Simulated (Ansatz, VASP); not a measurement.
One calculation of Be5Te, two programs

```
Be Te
1.0
     3.92634    0.00000    0.00000
    -1.96317    3.40031    0.00000
     0.00000    0.00000   10.85332
Be Te
10 2
Direct
  0.00000 0.00000 0.00000
  0.00201 0.66908 0.83575
  0.66707 0.99799 0.83575
  0.66667 0.33333 0.00015
  0.33333 0.66667 0.99985
  0.33092 0.33293 0.83575
  0.99799 0.66707 0.16425
  0.33293 0.33092 0.16425
  0.66908 0.00201 0.16425
  0.00000 0.00000 0.50000
  0.66667 0.33333 0.63002
  0.33333 0.66667 0.36998
```

Alike in both runs: functional PBE; k mesh 5 × 5 × 2; occupations gaussian, width 0.2 eV; no spin polarisation.

Ansatz relaxed the structure, and its values are those at the end. VASP's run is a single point on that final structure, the one shown.

|  | VASP | Ansatz |
| --- | --- | --- |
| version | VASP 6.6.1 | Ansatz 0.2.0 |
| potentials or method | VASP PAW PBE potentials, release 64 (Be, Te), cutoff 520 eV | scalar-relativistic, plane waves, PAW |
| valence electrons in the cell | 32 | 52 |

VASP gave:

```
gap on the k mesh at the Fermi level (eV) : none
pressure (GPa)                            : -0.2
rms of the force components (eV/Å)        : 0.009
```

Task: Which values does Ansatz return?

Result: gap on the k mesh at the Fermi level (eV): none; pressure (GPa): -0.3; rms of the force components (eV/Å): 0.010.

A gap of «none» marks a metal or a gap that the smearing closes. With one functional, cell and mesh, what is left measures potentials, basis and numerics. VASP's potentials hold 32 valence electrons a cell and Ansatz's 52, so a difference there can come from the potentials and not from the codes.

The k mesh is coarse, so the values compare programs but aren't converged. Spin-orbit coupling is off throughout.
